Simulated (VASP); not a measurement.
# HfN (Fm-3m) in VASP: notebook

HfN is run at these levels: LDA; tasks: single point, relaxation of cell and atoms.

Everything below comes from runs of VASP 6.6.1. Logs are shortened: lines on timing, memory, paths and dates and some standing lists are left out, and cuts for length are marked.

## Step 1: The cell of the first run

Symmetry: Fm-3m, No. 225, cubic system. Conventional cell: a = 4.469 Å, b = 4.469 Å, c = 4.469 Å, α = 90.00°, β = 90.00°, γ = 90.00°. Hf (site symmetry m-3m) has 6 N at 2.23 Å within 3.0 Å. Within 3.0 Å of N (site symmetry m-3m) lie 6 Hf at 2.23 Å.

## Step 2: Single point, LDA

File INCAR:

```
PREC = Accurate ; ENCUT = 520
EDIFF = 1E-6 ; ISMEAR = -1
SIGMA = 0.15 ; LREAL = F
LASPH = T ; NELM = 80
ALGO = Normal ; ISIF = 2
LWAVE = F ; LCHARG = F
NBANDS = 14
```

File KPOINTS:

```
Automatic mesh
0
Gamma
  16 16 16
```

File POSCAR:

```
HfN
1.0
    0.0000000000      2.2343731870      2.2343731870
    2.2343731870      0.0000000000      2.2343731870
    2.2343731870      2.2343731870      0.0000000000
Hf N
1 1
Direct
    0.0000000000      0.0000000000      0.0000000000
    0.5000000000      0.5000000000      0.5000000000
```

Potentials or basis: VASP PAW LDA potentials, release 64 (Hf_pv, N).

Launch:

```bash
cat potpaw_LDA.64/Hf_pv/POTCAR potpaw_LDA.64/N/POTCAR > POTCAR
mpirun -np 1 vasp_std > vasp.out
```

OUTCAR:

```text
PREC = Accurate
   ENCUT = 520
   EDIFF = 1E-6
   ISMEAR = -1
   LREAL = F
   LASPH = T
   NELM = 80
   ISIF = 2

 ion  position               nearest neighbor table
   1  0.000  0.000  0.000-   2 2.23   2 2.23   2 2.23   2 2.23   2 2.23   2 2.23
   2  0.500  0.500  0.500-   1 2.23   1 2.23   1 2.23   1 2.23   1 2.23   1 2.23

  LATTYP: Found a face centered cubic cell.
 ALAT       =     4.4687463740

  Lattice vectors:

 A1 = (   0.0000000000,   2.2343731870,   2.2343731870)
 A2 = (   2.2343731870,   0.0000000000,   2.2343731870)
 A3 = (   2.2343731870,   2.2343731870,   0.0000000000)

Analysis of symmetry for initial positions (statically):
=====================================================================
 Subroutine PRICEL returns:
 Original cell was already a primitive cell.

 Routine SETGRP: Setting up the symmetry group for a
 face centered cubic supercell.

 Subroutine GETGRP returns: Found 48 space group operations
 (whereof 48 operations were pure point group operations)
 out of a pool of 48 trial point group operations.

The static configuration has the point symmetry O_h .

Analysis of symmetry for dynamics (positions and initial velocities):
=====================================================================
 Subroutine PRICEL returns:
 Original cell was already a primitive cell.

 Routine SETGRP: Setting up the symmetry group for a
 face centered cubic supercell.

 Subroutine GETGRP returns: Found 48 space group operations
 (whereof 48 operations were pure point group operations)
 out of a pool of 48 trial point group operations.

The dynamic configuration has the point symmetry O_h .

 Subroutine INISYM returns: Found 48 space group operations
 (whereof 48 operations are pure point group operations),
 and found     1 'primitive' translations

----------------------------------------------------------------------------------------

                                     Primitive cell

  volume of cell :      22.3099

  direct lattice vectors                    reciprocal lattice vectors
     0.000000000  2.234373187  2.234373187    -0.223776405  0.223776405  0.223776405
     2.234373187  0.000000000  2.234373187     0.223776405 -0.223776405  0.223776405
     2.234373187  2.234373187  0.000000000     0.223776405  0.223776405 -0.223776405

  length of vectors
     3.159880864  3.159880864  3.159880864     0.387592104  0.387592104  0.387592104

  position of ions in fractional coordinates (direct lattice)
     0.000000000  0.000000000  0.000000000
     0.500000000  0.500000000  0.500000000

  ion indices of the primitive-cell ions
   primitive index   ion index
                 1           1
                 2           2

----------------------------------------------------------------------------------------

 KPOINTS: Automatic mesh

Automatic generation of k-mesh.
 Grid dimensions read from file:
 generate k-points for:   16   16   16

 Generating k-lattice:

  Cartesian coordinates                     Fractional coordinates (reciprocal lattice)
    -0.013986025  0.013986025  0.013986025     0.062500000  0.000000000  0.000000000
     0.013986025 -0.013986025  0.013986025     0.000000000  0.062500000  0.000000000
     0.013986025  0.013986025 -0.013986025     0.000000000  0.000000000  0.062500000

  Length of vectors
     0.024224506  0.024224506  0.024224506

  Shift w.r.t. Gamma in fractional coordinates (k-lattice)
     0.000000000  0.000000000  0.000000000

 Subroutine IBZKPT returns following result:
 ===========================================

 Found    145 irreducible k-points:

 Following reciprocal coordinates:
            Coordinates               Weight
  0.000000  0.000000  0.000000      1.000000
  0.062500  0.000000  0.000000      8.000000
  0.125000  0.000000  0.000000      8.000000
  0.187500  0.000000  0.000000      8.000000
  0.250000  0.000000  0.000000      8.000000
  0.312500  0.000000  0.000000      8.000000
[... 16 lines left out ...]
 -0.125000  0.062500  0.000000     24.000000
 -0.062500  0.062500  0.000000     12.000000
 [... further k-points ...]
   k-points           NKPTS =    145   k-points in BZ     NKDIM =    145   number of bands    NBANDS=     14
   number of dos      NEDOS =    301   number of ions     NIONS =      2
   total plane-waves  NPLWV =  13824
   dimension x,y,z NGX =    24 NGY =   24 NGZ =   24
   dimension x,y,z NGXF=    48 NGYF=   48 NGZF=   48
   ions per type =               1   1
   NGX,Y,Z   is equivalent  to a cutoff of  12.63, 12.63, 12.63 a.u.
   NGXF,Y,Z  is equivalent  to a cutoff of  25.25, 25.25, 25.25 a.u.
 SYSTEM =  unknown system
   PREC   = accura    normal or accurate (medium, high low for compatibility)
   ISTART =      0    job   : 0-new  1-cont  2-samecut
   ICHARG =      2    charge: 1-file 2-atom 10-const
   ISPIN  =      1    spin polarized calculation?
   LNONCOLLINEAR =      F non collinear calculations
   LSORBIT =      F    spin-orbit coupling
   LASPH  =      T    aspherical Exc in radial PAW
   ENCUT  =  520.0 eV  38.22 Ry    6.18 a.u.   5.88  5.88  5.88*2*pi/ulx,y,z
   NELM   =     80;   NELMIN=  2; NELMDL= -5     # of ELM steps
   EDIFF  = 0.1E-05   stopping-criterion for ELM
   LREAL  =      F    real-space projection
   EDIFFG = 0.1E-04   stopping-criterion for IOM
   NSW    =      0    number of steps for IOM
   IBRION =     -1    ionic relax: 0-MD 1-quasi-New 2-CG
   NFREE  =      0    steps in history (QN), initial steepest desc. (CG)
   ISIF   =      2    stress and relaxation
   ISYM   =      2    0-nonsym 1-usesym 2-fastsym
   POTIM  = 0.5000    time-step for ionic-motion
   TEBEG  =    0.0;   TEEND  =   0.0 temperature during run
   PSTRESS=    0.0 pullay stress
   NELECT =      15.0000    total number of electrons
   NUPDOWN=      -1.0000    fix difference up-down
   EMIN   =  10.00;   EMAX   =-10.00  energy-range for DOS
   EFERMI =   0.00;   METHOD = LEGACY
   ISMEAR =    -1;   SIGMA  =   0.15  broadening in eV -4-tet -1-fermi 0-gaus
   EFERMI_NEDOS =   21; number of points for ismear=-14 and -15
   IALGO  =     38    algorithm
   IMIX   =      4    mixing-type and parameters
     AMIX     =   0.40;   BMIX     =  1.00
     AMIX_MAG =   1.60;   BMIX_MAG =  1.00
  volume/ion in A,a.u.               =      11.15        75.28
  Fermi-wavevector in a.u.,A,eV,Ry     =   1.434188  2.710223 27.985774  2.056896
  Thomas-Fermi vector in A             =   2.553624
   LORBIT       =      0    0 simple, 1 ext, 2 COOP (PROOUT), +10 PAW based schemes
   GGA     = CA    functional components
   LHFCALC =     F    Hartree Fock is set to
   AEXX    =    0.0000 exact exchange contribution
   IVDW    =     0    specifies the selected vdW correction
   LEPSILON=     F    determine dielectric tensor
   LRPA    =     F    only Hartree local field effects (RPA)
 non-spin polarized calculation
  energy-cutoff  :      520.00
  volume of cell :       22.31
 maximum number of plane-waves:       620
   NGX = 11   NGY = 11   NGZ = 11

 number of electron      14.9999999 magnetization

 Free energy of the ion-electron system (eV)
  ---------------------------------------------------
  ext. energy  EPLUGINS =         0.00000000
  ---------------------------------------------------
  free energy    TOTEN  =       -23.89157606 eV

  energy without entropy =      -23.84977443  energy(sigma->0) =      -23.87067524

 E-fermi :   8.4940     XC(G=0): -13.1499

 val. band max:        8.4882610853   @ k =  -0.1250   0.0625   0.0000
 cond. band min:       8.5011773735   @ k =   0.3750   0.1250   0.0000
 fundamental gap:      0.0129162882
 Fermi energy:         8.4939516340

 k-point     1 :       0.0000    0.0000    0.0000
  band No.  band energies     occupation
      1     -22.3100      2.00000
      2     -22.3100      2.00000
      3     -22.3100      2.00000
      4      -8.9304      2.00000
      5       5.5085      2.00000
      6       5.5085      2.00000
      7       5.5085      2.00000
      8       8.0859      1.87642
      9       8.0859      1.87642
     10       8.0859      1.87642
     11      10.4853      0.00000
     12      10.4853      0.00000
     13      10.8088      0.00000
     14      18.2235      0.00000

 k-point     2 :       0.0625    0.0000    0.0000
  band No.  band energies     occupation
      1     -22.3571      2.00000
      2     -22.3137      2.00000
      3     -22.3137      2.00000
      4      -8.8305      2.00000
      5       5.0967      2.00000
      6       5.2538      2.00000
      7       5.2538      2.00000
      8       8.2152      1.73021
      9       8.2281      1.70955
     10       8.2281      1.70955
     11      10.8115      0.00000
     12      10.8115      0.00000
     13      11.0876      0.00000
     14      18.5425      0.00000

 k-point     3 :       0.1250    0.0000    0.0000
  band No.  band energies     occupation
      1     -22.4887      2.00000
      2     -22.3245      2.00000
      3     -22.3245      2.00000
      4      -8.5442      2.00000
      5       4.1723      2.00000
      6       4.6708      2.00000
      7       4.6708      2.00000
      8       8.4432      1.16755
      9       8.5985      0.66497
     10       8.5985      0.66497
     11      11.6539      0.00000
     12      11.6539      0.00000
     13      11.8036      0.00000
     14      19.4313      0.00000

 k-point     4 :       0.1875    0.0000    0.0000
  band No.  band energies     occupation
      1     -22.6789      2.00000
      2     -22.3405      2.00000
      3     -22.3405      2.00000
      4      -8.1077      2.00000
      5       3.0918      2.00000
      6       4.0056      2.00000
      7       4.0056      2.00000
      8       8.7172      0.36825
      9       9.1465      0.02548
     10       9.1465      0.02548
     11      12.7106      0.00000
     12      12.7815      0.00000
     13      12.7815      0.00000
     14      19.9957      0.00000

 k-point     5 :       0.2500    0.0000    0.0000
  band No.  band energies     occupation
      1     -22.8937      2.00000
      2     -22.3593      2.00000
      3     -22.3593      2.00000
      4      -7.5725      2.00000
      5       2.0193      2.00000
      6       3.3861      2.00000
      7       3.3861      2.00000
      8       9.1133      0.03169
      9       9.8449      0.00025
     10       9.8449      0.00025
     11      13.5821      0.00000
[... 276 lines left out ...]
 k-point    22 :      -0.1875    0.0625    0.0000
  band No.  band energies     occupation
      1     -22.7572      2.00000
      2     -22.3894      2.00000
      3     -22.3319      2.00000
      4      -7.8830      2.00000
      5       2.5649      2.00000
      6       3.5538      2.00000
      7       4.0307      2.00000
      8       8.7530      0.30188
      9       9.0827      0.03872
     10      10.0434      0.00007
     11      12.1117      0.00000
     12      13.6051      0.00000
     13      13.8865      0.00000
     14      19.9950      0.00000

 k-point    23 :      -0.1250    0.0625    0.0000
  band No.  band energies     occupation
      1     -22.5647      2.00000
      2     -22.3643      2.00000
      3     -22.3182      2.00000
      4      -8.3411      2.00000
      5       3.5571      2.00000
      6       4.1726      2.00000
      7       4.6475      2.00000
      8       8.4883      1.01897
      9       8.5683      0.75721
     10       9.3387      0.00714
     11      11.2084      0.00000
     12      12.6166      0.00000
     13      12.6662      0.00000
     14      19.9966      0.00000

 k-point    24 :      -0.0625    0.0625    0.0000
  band No.  band energies     occupation
      1     -22.4222      2.00000
      2     -22.3378      2.00000
      3     -22.3118      2.00000
      4      -8.6707      2.00000
      5       4.4705      2.00000
      6       4.7946      2.00000
      7       5.1330      2.00000
      8       8.2665      1.64001
      9       8.2765      1.61983
     10       8.7387      0.32719
     11      10.7381      0.00000
     12      11.5876      0.00000
     13      11.6922      0.00000
     14      19.0488      0.00000

 [... further k-points ...]
[... 5 lines left out ...]
  --------------------------------------------------------------------------------------
  -------------------------------------------------------------------------------------
  Total       -0.1695495     -0.1695495     -0.1695495      0.0000000      0.0000000      0.0000000
  in kB      -12.1761528    -12.1761528    -12.1761528      0.0000000      0.0000000      0.0000000
  external PRESSURE =     -12.1761528 kB  Pullay stress =       0.0000000 kB

 VOLUME and BASIS-vectors are now :
 -----------------------------------------------------------------------------
  energy-cutoff  :      520.00
  volume of cell :       22.31
      direct lattice vectors                 reciprocal lattice vectors
     0.000000000  2.234373187  2.234373187    -0.223776405  0.223776405  0.223776405
     2.234373187  0.000000000  2.234373187     0.223776405 -0.223776405  0.223776405
     2.234373187  2.234373187  0.000000000     0.223776405  0.223776405 -0.223776405

 POSITION                                       TOTAL-FORCE (eV/Angst)
 -----------------------------------------------------------------------------------
      0.00000      0.00000      0.00000        -0.000000     -0.000000     -0.000000
      2.23437      2.23437      2.23437         0.000000      0.000000      0.000000
 -----------------------------------------------------------------------------------
    total drift:                                0.000000     -0.000000     -0.000000

  FREE ENERGIE OF THE ION-ELECTRON SYSTEM (eV)
  ---------------------------------------------------
  free  energy   TOTEN  =       -23.8915760551 eV

  energy  without entropy=      -23.8497744270  energy(sigma->0) =      -23.87067524
```

Wall time 21 s (1 thread of Intel Xeon Platinum 8259CL at 2.50GHz (Skylake/Cascade Lake), shared host); peak memory 0.16 GiB.

Results:

* Free energy: -23.8916 eV
* Pressure: -1.2 GPa

Caveat: spin-orbit coupling is left out, which moves the levels of the heavy elements.

[end of part 1 of 2]
